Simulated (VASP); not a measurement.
# BiTe in VASP: a series of runs

BiTe is run at these levels: PBEsol+D3(BJ); tasks: single point.

All numbers are computed with VASP 6.6.1; they aren't measurements. Logs are shortened: lines on timing, memory, paths and dates and some standing lists are left out, and cuts for length are marked.

### Step 1. The cell of the first run

The structure is cubic, space group Fm-3m (No. 225). The conventional cell has a = 6.470 Å, b = 6.470 Å, c = 6.470 Å, α = 90.00°, β = 90.00°, γ = 90.00°. Bi (site symmetry m-3m) has 6 Te at 3.23 Å within 4.3 Å. Te (site symmetry m-3m) has 6 Bi at 3.23 Å within 4.3 Å.

### Step 2. Single point, PBEsol+D3(BJ)

File INCAR:

```
PREC = Accurate
ENCUT = 520
EDIFF = 1E-6
ISMEAR = -1
SIGMA = 0.1
LREAL = F
LASPH = T
NELM = 60
ALGO = Normal
ISIF = 2
LWAVE = F
LCHARG = F
GGA = PS
IVDW = 12
NBANDS = 18
```

File KPOINTS:

```
Automatic mesh
0
Gamma
  9 9 9
```

File POSCAR:

```
BiTe
1.0
    0.0000000000      3.2350000000      3.2350000000
    3.2350000000      0.0000000000      3.2350000000
    3.2350000000      3.2350000000      0.0000000000
Bi Te
1 1
Direct
    0.0000000000      0.0000000000      0.0000000000
    0.5000000000      0.5000000000      0.5000000000
```

Potentials or basis: VASP PAW PBE potentials, release 64 (Bi_d, Te).

On the command line:

```bash
cat potpaw_PBE.64/Bi_d/POTCAR potpaw_PBE.64/Te/POTCAR > POTCAR
mpirun -np 1 vasp_std > vasp.out
```

OUTCAR:

```text
PREC = Accurate
   ENCUT = 520
   EDIFF = 1E-6
   ISMEAR = -1
   LREAL = F
   LASPH = T
   NELM = 60
   ISIF = 2
   GGA = PS
   IVDW = 12
 IVDW          = 12

 ion  position               nearest neighbor table
   1  0.000  0.000  0.000-   2 3.23   2 3.23   2 3.23   2 3.23   2 3.23   2 3.23
   2  0.500  0.500  0.500-   1 3.23   1 3.23   1 3.23   1 3.23   1 3.23   1 3.23

  LATTYP: Found a face centered cubic cell.
 ALAT       =     6.4700000000

  Lattice vectors:

 A1 = (   0.0000000000,   3.2350000000,   3.2350000000)
 A2 = (   3.2350000000,   0.0000000000,   3.2350000000)
 A3 = (   3.2350000000,   3.2350000000,   0.0000000000)

Analysis of symmetry for initial positions (statically):
=====================================================================
 Subroutine PRICEL returns:
 Original cell was already a primitive cell.

 Routine SETGRP: Setting up the symmetry group for a
 face centered cubic supercell.

 Subroutine GETGRP returns: Found 48 space group operations
 (whereof 48 operations were pure point group operations)
 out of a pool of 48 trial point group operations.

The static configuration has the point symmetry O_h .

Analysis of symmetry for dynamics (positions and initial velocities):
=====================================================================
 Subroutine PRICEL returns:
 Original cell was already a primitive cell.

 Routine SETGRP: Setting up the symmetry group for a
 face centered cubic supercell.

 Subroutine GETGRP returns: Found 48 space group operations
 (whereof 48 operations were pure point group operations)
 out of a pool of 48 trial point group operations.

The dynamic configuration has the point symmetry O_h .

 Subroutine INISYM returns: Found 48 space group operations
 (whereof 48 operations are pure point group operations),
 and found     1 'primitive' translations

----------------------------------------------------------------------------------------

                                     Primitive cell

  volume of cell :      67.7100

  direct lattice vectors                    reciprocal lattice vectors
     0.000000000  3.235000000  3.235000000    -0.154559505  0.154559505  0.154559505
     3.235000000  0.000000000  3.235000000     0.154559505 -0.154559505  0.154559505
     3.235000000  3.235000000  0.000000000     0.154559505  0.154559505 -0.154559505

  length of vectors
     4.574980874  4.574980874  4.574980874     0.267704916  0.267704916  0.267704916

  position of ions in fractional coordinates (direct lattice)
     0.000000000  0.000000000  0.000000000
     0.500000000  0.500000000  0.500000000

  ion indices of the primitive-cell ions
   primitive index   ion index
                 1           1
                 2           2

----------------------------------------------------------------------------------------

 KPOINTS: Automatic mesh

Automatic generation of k-mesh.
 Grid dimensions read from file:
 generate k-points for:    9    9    9

 Generating k-lattice:

  Cartesian coordinates                     Fractional coordinates (reciprocal lattice)
    -0.017173278  0.017173278  0.017173278     0.111111111  0.000000000  0.000000000
     0.017173278 -0.017173278  0.017173278     0.000000000  0.111111111  0.000000000
     0.017173278  0.017173278 -0.017173278     0.000000000  0.000000000  0.111111111

  Length of vectors
     0.029744991  0.029744991  0.029744991

  Shift w.r.t. Gamma in fractional coordinates (k-lattice)
     0.000000000  0.000000000  0.000000000

 Subroutine IBZKPT returns following result:
 ===========================================

 Found     35 irreducible k-points:

 Following reciprocal coordinates:
            Coordinates               Weight
  0.000000  0.000000  0.000000      1.000000
  0.111111  0.000000  0.000000      8.000000
  0.222222  0.000000  0.000000      8.000000
  0.333333  0.000000  0.000000      8.000000
  0.444444  0.000000  0.000000      8.000000
  0.111111  0.111111  0.000000      6.000000
[... 16 lines left out ...]
 -0.333333  0.333333  0.000000     12.000000
  0.444444  0.444444  0.000000      6.000000
 [... further k-points ...]
   k-points           NKPTS =     35   k-points in BZ     NKDIM =     35   number of bands    NBANDS=     18
   number of dos      NEDOS =    301   number of ions     NIONS =      2
   total plane-waves  NPLWV =  46656
   dimension x,y,z NGX =    36 NGY =   36 NGZ =   36
   dimension x,y,z NGXF=    72 NGYF=   72 NGZF=   72
   ions per type =               1   1
   NGX,Y,Z   is equivalent  to a cutoff of  13.08, 13.08, 13.08 a.u.
   NGXF,Y,Z  is equivalent  to a cutoff of  26.16, 26.16, 26.16 a.u.
 SYSTEM =  unknown system
   PREC   = accura    normal or accurate (medium, high low for compatibility)
   ISTART =      0    job   : 0-new  1-cont  2-samecut
   ICHARG =      2    charge: 1-file 2-atom 10-const
   ISPIN  =      1    spin polarized calculation?
   LNONCOLLINEAR =      F non collinear calculations
   LSORBIT =      F    spin-orbit coupling
   LASPH  =      T    aspherical Exc in radial PAW
   ENCUT  =  520.0 eV  38.22 Ry    6.18 a.u.   8.51  8.51  8.51*2*pi/ulx,y,z
   NELM   =     60;   NELMIN=  2; NELMDL= -5     # of ELM steps
   EDIFF  = 0.1E-05   stopping-criterion for ELM
   LREAL  =      F    real-space projection
   EDIFFG = 0.1E-04   stopping-criterion for IOM
   NSW    =      0    number of steps for IOM
   IBRION =     -1    ionic relax: 0-MD 1-quasi-New 2-CG
   NFREE  =      0    steps in history (QN), initial steepest desc. (CG)
   ISIF   =      2    stress and relaxation
   ISYM   =      2    0-nonsym 1-usesym 2-fastsym
   POTIM  = 0.5000    time-step for ionic-motion
   TEBEG  =    0.0;   TEEND  =   0.0 temperature during run
   PSTRESS=    0.0 pullay stress
   NELECT =      21.0000    total number of electrons
   NUPDOWN=      -1.0000    fix difference up-down
   EMIN   =  10.00;   EMAX   =-10.00  energy-range for DOS
   EFERMI =   0.00;   METHOD = LEGACY
   ISMEAR =    -1;   SIGMA  =   0.10  broadening in eV -4-tet -1-fermi 0-gaus
   EFERMI_NEDOS =   21; number of points for ismear=-14 and -15
   IALGO  =     38    algorithm
   IMIX   =      4    mixing-type and parameters
     AMIX     =   0.40;   BMIX     =  1.00
     AMIX_MAG =   1.60;   BMIX_MAG =  1.00
  volume/ion in A,a.u.               =      33.86       228.46
  Fermi-wavevector in a.u.,A,eV,Ry     =   1.108146  2.094092 16.707785  1.227988
  Thomas-Fermi vector in A             =   2.244669
   LORBIT       =      0    0 simple, 1 ext, 2 COOP (PROOUT), +10 PAW based schemes
   GGA     = PS    functional components
   LHFCALC =     F    Hartree Fock is set to
   AEXX    =    0.0000 exact exchange contribution
   IVDW    =    12    specifies the selected vdW correction
   LEPSILON=     F    determine dielectric tensor
   LRPA    =     F    only Hartree local field effects (RPA)
 non-spin polarized calculation
  energy-cutoff  :      520.00
  volume of cell :       67.71
 maximum number of plane-waves:      1853
 NGX is ok and might be reduce to    36
   NGX = 17   NGY = 17   NGZ = 17

 number of electron      21.0000001 magnetization

 Free energy of the ion-electron system (eV)
  ---------------------------------------------------
  ext. energy  EPLUGINS =         0.00000000
  ---------------------------------------------------
  free energy    TOTEN  =        -7.99487091 eV

  energy without entropy =       -7.94320486  energy(sigma->0) =       -7.96903788

 E-fermi :   6.4709     XC(G=0):  -9.5933

 val. band max:        6.4339742109   @ k =  -0.3333   0.3333   0.1111
 cond. band min:       6.5226363895   @ k =   0.3333   0.0000   0.0000
 fundamental gap:      0.0886621786
 Fermi energy:         6.4709136601

 k-point     1 :       0.0000    0.0000    0.0000
  band No.  band energies     occupation
      1     -16.5710      2.00000
      2     -16.5710      2.00000
      3     -16.5665      2.00000
      4     -16.5665      2.00000
      5     -16.5665      2.00000
      6      -7.0443      2.00000
[... 10 lines left out ...]
     17      12.4810      0.00000
     18      12.9256      0.00000

 k-point     2 :       0.1111    0.0000    0.0000
  band No.  band energies     occupation
      1     -16.5715      2.00000
      2     -16.5715      2.00000
      3     -16.5663      2.00000
      4     -16.5658      2.00000
      5     -16.5658      2.00000
      6      -6.9339      2.00000
[... 10 lines left out ...]
     17      13.2266      0.00000
     18      13.7745      0.00000

 k-point     3 :       0.2222    0.0000    0.0000
  band No.  band energies     occupation
      1     -16.5728      2.00000
      2     -16.5728      2.00000
      3     -16.5657      2.00000
      4     -16.5638      2.00000
      5     -16.5638      2.00000
      6      -6.6063      2.00000
[... 10 lines left out ...]
     17      14.7766      0.00000
     18      15.2311      0.00000

 k-point     4 :       0.3333    0.0000    0.0000
  band No.  band energies     occupation
      1     -16.5744      2.00000
      2     -16.5744      2.00000
      3     -16.5651      2.00000
      4     -16.5614      2.00000
      5     -16.5614      2.00000
      6      -6.0745      2.00000
[... 10 lines left out ...]
     17      15.8659      0.00000
     18      16.9837      0.00000

 k-point     5 :       0.4444    0.0000    0.0000
  band No.  band energies     occupation
      1     -16.5755      2.00000
      2     -16.5755      2.00000
      3     -16.5647      2.00000
      4     -16.5597      2.00000
      5     -16.5597      2.00000
      6      -5.3731      2.00000
[... 10 lines left out ...]
     17      14.8143      0.00000
     18      16.1591      0.00000

 k-point     6 :       0.1111    0.1111    0.0000
  band No.  band energies     occupation
      1     -16.5726      2.00000
      2     -16.5705      2.00000
      3     -16.5669      2.00000
      4     -16.5653      2.00000
      5     -16.5653      2.00000
      6      -6.8981      2.00000
[... 10 lines left out ...]
     17      12.8242      0.00000
     18      13.2727      0.00000

 k-point     7 :       0.2222    0.1111    0.0000
  band No.  band energies     occupation
      1     -16.5742      2.00000
      2     -16.5707      2.00000
      3     -16.5668      2.00000
      4     -16.5639      2.00000
      5     -16.5635      2.00000
      6      -6.6464      2.00000
[... 10 lines left out ...]
     17      13.6765      0.00000
     18      14.0320      0.00000

 k-point     8 :       0.3333    0.1111    0.0000
  band No.  band energies     occupation
      1     -16.5757      2.00000
      2     -16.5722      2.00000
      3     -16.5659      2.00000
      4     -16.5622      2.00000
      5     -16.5610      2.00000
      6      -6.1897      2.00000
[... 10 lines left out ...]
     17      15.1175      0.00000
     18      15.5677      0.00000
[... 229 lines left out ...]
     17      14.9138      0.00000
     18      15.3335      0.00000

 k-point    20 :       0.3333    0.3333    0.0000
  band No.  band energies     occupation
      1     -16.5815      2.00000
      2     -16.5692      2.00000
      3     -16.5676      2.00000
      4     -16.5586      2.00000
      5     -16.5586      2.00000
      6      -5.8812      2.00000
[... 10 lines left out ...]
     17      15.1601      0.00000
     18      15.1601      0.00000

 k-point    21 :       0.4444    0.3333    0.0000
  band No.  band energies     occupation
      1     -16.5828      2.00000
      2     -16.5689      2.00000
      3     -16.5678      2.00000
      4     -16.5576      2.00000
      5     -16.5573      2.00000
      6      -5.5143      2.00000
[... 10 lines left out ...]
     17      16.0317      0.00000
     18      16.0494      0.00000

 k-point    22 :      -0.4444    0.3333    0.0000
  band No.  band energies     occupation
      1     -16.5820      2.00000
      2     -16.5693      2.00000
      3     -16.5670      2.00000
      4     -16.5582      2.00000
      5     -16.5572      2.00000
      6      -5.0872      2.00000
[... 10 lines left out ...]
     17      16.3834      0.00000
     18      16.8078      0.00000

 k-point    23 :      -0.3333    0.3333    0.0000
  band No.  band energies     occupation
      1     -16.5796      2.00000
      2     -16.5715      2.00000
      3     -16.5641      2.00000
      4     -16.5601      2.00000
      5     -16.5584      2.00000
      6      -4.8327      2.00000
[... 10 lines left out ...]
     17      15.4599      0.00000
     18      18.4260      0.00000

 k-point    24 :       0.4444    0.4444    0.0000
  band No.  band energies     occupation
      1     -16.5849      2.00000
      2     -16.5699      2.00000
      3     -16.5665      2.00000
      4     -16.5562      2.00000
      5     -16.5562      2.00000
      6      -5.3657      2.00000
[... 10 lines left out ...]
     17      16.6962      0.00000
     18      16.9633      0.00000

 [... further k-points ...]

------------------------ aborting loop because EDIFF is reached ----------------------------------------

 Edisp (eV)   -0.88988

 E8    (eV) :    -0.6215

  FORCE on cell =-STRESS in cart. coord.  units (eV):
  Direction    XX          YY          ZZ          XY          YZ          ZX
  --------------------------------------------------------------------------------------
  -------------------------------------------------------------------------------------
  Total      -1.60203    -1.60203    -1.60203     0.00000    -0.00000    -0.00000
  in kB     -37.90777   -37.90777   -37.90777     0.00000    -0.00000    -0.00000
  external pressure =      -37.91 kB  Pullay stress =        0.00 kB

 VOLUME and BASIS-vectors are now :
 -----------------------------------------------------------------------------
  energy-cutoff  :      520.00
  volume of cell :       67.71
      direct lattice vectors                 reciprocal lattice vectors
     0.000000000  3.235000000  3.235000000    -0.154559505  0.154559505  0.154559505
     3.235000000  0.000000000  3.235000000     0.154559505 -0.154559505  0.154559505
     3.235000000  3.235000000  0.000000000     0.154559505  0.154559505 -0.154559505

 POSITION                                       TOTAL-FORCE (eV/Angst)
 -----------------------------------------------------------------------------------
      0.00000      0.00000      0.00000        -0.000000      0.000000     -0.000000
      3.23500      3.23500      3.23500         0.000000      0.000000      0.000000
 -----------------------------------------------------------------------------------
    total drift:                               -0.000000      0.000000      0.000000

  FREE ENERGIE OF THE ION-ELECTRON SYSTEM (eV)
  ---------------------------------------------------
  free  energy   TOTEN  =        -8.8847523366 eV

  energy  without entropy=       -8.8330862842  energy(sigma->0) =       -8.85891931
```

Run time: 38 s. Hardware: 1 thread of Intel Xeon 6975P-C (Granite Rapids), shared host; peak memory 0.23 GiB.

Results:

```yaml
Free_energy: -8.8848 eV
Pressure: -3.8 GPa
Dispersion_energy_per_atom: -0.445 eV
```

Levels at points of the mesh, in eV from the Fermi level:
| k point | band 6 | band 7 | band 8 | band 9 | band 10 | band 11 | band 12 | band 13 | band 14 | band 15 |
| --- | --- | --- | --- | --- | --- | --- | --- | --- | --- | --- |
| (0.00, 0.00, 0.00) | -13.52 | -8.12 | -2.51 | -2.51 | -2.51 | 2.17 | 2.17 | 2.17 | 4.65 | 4.65 |

Caveat: three body term missing; the PAW data sets were made with another functional, which shifts forces and pressure a little; spin-orbit coupling is left out, which moves the levels of the heavy elements; pairwise dispersion overbinds metals, which lowers pressure and volume.

### Step 3. Single point, PBEsol+D3(BJ)

File INCAR:

```
SYSTEM = BiTe
ALGO     = Normal         ! electronic algorithm
EDIFF    = 1E-7           ! SCF threshold, eV
ENCUT    = 520            ! plane-wave cutoff, eV
GGA      = PS             ! functional
ISIF     = 2              ! what is computed and relaxed
ISMEAR   = -1             ! smearing method
IVDW     = 12             ! dispersion correction
LASPH    = .TRUE.         ! aspherical terms in the spheres
LCHARG   = .TRUE.         ! write CHGCAR
LELF     = .TRUE.         ! ELF
LREAL    = .FALSE.        ! projectors in reciprocal space
LVHAR    = .TRUE.       
LWAVE    = .FALSE.        ! write WAVECAR
NBANDS   = 18             ! bands
NELM     = 60             ! most SCF steps
PREC     = Accurate       ! precision mode
SIGMA    = 0.1            ! smearing width, eV
```

File KPOINTS:

```
k-points
0
G
  9 9 9
  0 0 0
```

POSCAR, as its differences from that of step 2:

```diff
@@ -9,2 +9,2 @@
     0.0000000000      0.0000000000      0.0000000000
-    0.5000000000      0.5000000000      0.5000000000
+    0.4845440495      0.4845440495      0.5154559505
```

Potentials or basis: VASP PAW PBE potentials, release 64 (Bi_d, Te).

On the command line:

```bash
cat potpaw_PBE.64/Bi_d/POTCAR potpaw_PBE.64/Te/POTCAR > POTCAR
mpirun -np 1 vasp_std > vasp.out
```

Run time: 87 s. Hardware: 1 thread of Intel Xeon 6975P-C (Granite Rapids), shared host; peak memory 0.26 GiB.

It converged, with:

- Free energy: -8.8721 eV
- Pressure: -3.6 GPa
- Largest force: 0.253 eV/Å
- Dispersion energy per atom: -0.445 eV

Forces on the atoms (eV/Å):
```
Bi   0.000  0.000 -0.253
Te   0.000  0.000  0.253
```

Stress tensor (GPa, compression positive):
```
-3.68  0.00  0.00
 0.00 -3.68  0.00
 0.00  0.00 -3.46
```

Levels at points of the mesh, in eV from the Fermi level:
```csv
k point,band 7,band 8,band 9,band 10,band 11,band 12,band 13,band 14
"(0.00, 0.00, 0.00)",-8.13,-2.56,-2.51,-2.51,2.11,2.11,2.17,4.65
```

Caveat: three body term missing; the PAW data sets were made with another functional, which shifts forces and pressure a little; spin-orbit coupling is left out, which moves the levels of the heavy elements; pairwise dispersion overbinds metals, which lowers pressure and volume.

### Step 4. Single point, PBEsol+D3(BJ)

File INCAR:

```
SYSTEM = BiTe
PREC = Accurate ; ENCUT = 520
EDIFF = 1E-6 ; ISMEAR = -1
SIGMA = 0.1 ; LREAL = .False.
LASPH = .True. ; NELM = 100
ALGO = Normal ; ISIF = 2
LWAVE = .False. ; LCHARG = .False.
GGA = PS ; IVDW = 12
NBANDS = 18
```

File KPOINTS:

```
Automatic mesh
0
Gamma
  9 9 9
  0 0 0
```

POSCAR, as its differences from that of step 3:

```diff
@@ -9,2 +9,2 @@
     0.0000000000      0.0000000000      0.0000000000
-    0.4845440495      0.4845440495      0.5154559505
+    0.5154559505      0.5154559505      0.4845440495
```

On the command line:

```bash
cat potpaw_PBE.64/Bi_d/POTCAR potpaw_PBE.64/Te/POTCAR > POTCAR
mpirun -np 1 vasp_std > vasp.out
```

Wall time 75 s (1 thread of Intel Xeon 6975P-C (Granite Rapids), shared host); peak memory 0.26 GiB.

Results (log left out):

| Quantity | Value |
| --- | --- |
| Free energy | -8.8721 eV |
| Pressure | -3.6 GPa |
| Largest force | 0.253 eV/Å |
| Dispersion energy per atom | -0.445 eV |

Forces on the atoms (eV/Å):
```
Bi   0.000  0.000  0.253
Te   0.000  0.000 -0.253
```

Stress tensor (GPa, compression positive):
```
-3.68  0.00  0.00
 0.00 -3.68  0.00
 0.00  0.00 -3.46
```

Levels at points of the mesh, in eV from the Fermi level:
| k point | band 8 | band 9 | band 10 | band 11 | band 12 | band 13 |
| --- | --- | --- | --- | --- | --- | --- |
| (0.00, 0.00, 0.00) | -2.56 | -2.51 | -2.51 | 2.11 | 2.11 | 2.17 |

Caveat: three body term missing; the PAW data sets were made with another functional, which shifts forces and pressure a little; spin-orbit coupling is left out, which moves the levels of the heavy elements; pairwise dispersion overbinds metals, which lowers pressure and volume.
